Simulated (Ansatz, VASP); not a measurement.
One calculation of CdH, two programs

```
CELL_PARAMETERS angstrom
3.16928 0.00000 0.00000
-1.58464 2.74468 0.00000
0.00000 0.00000 15.28038
ATOMIC_POSITIONS crystal
Cd 0.00000 0.00000 0.00000
Cd 0.33333 0.66667 0.25000
Cd 0.00000 0.00000 0.50000
Cd 0.66667 0.33333 0.75000
H 0.33333 0.66667 0.56696
H 0.66667 0.33333 0.43304
H 0.66667 0.33333 0.06696
H 0.33333 0.66667 0.93304
```

Alike in both runs: functional PBE; k mesh 12 × 12 × 2; occupations gaussian, width 0.1 eV; no spin polarisation.

Ansatz relaxed the structure, and its values are those at the end. VASP's run is a single point on that final structure, the one shown.

|  | VASP | Ansatz |
| --- | --- | --- |
| version | VASP 6.6.1 | Ansatz 0.2.0 |
| potentials or method | VASP PAW PBE potentials, release 64 (Cd, H), cutoff 520 eV | scalar-relativistic, plane waves, PAW |
| valence electrons in the cell | 52 | 84 |

Ansatz gave:

| Property | Result |
| --- | --- |
| gap on the k mesh at the Fermi level (eV) | none |
| pressure (GPa) | 0.0 |
| rms of the force components (eV/Å) | 0.002 |

Question: Which values does VASP return?

Answer: gap on the k mesh at the Fermi level (eV): none; pressure (GPa): 0.2; rms of the force components (eV/Å): 0.011.

A gap of «none» marks a metal or a gap that the smearing closes. With one functional, cell and mesh, what is left measures potentials, basis and numerics. VASP's potentials hold 52 valence electrons a cell and Ansatz's 84, so a difference there can come from the potentials and not from the codes.
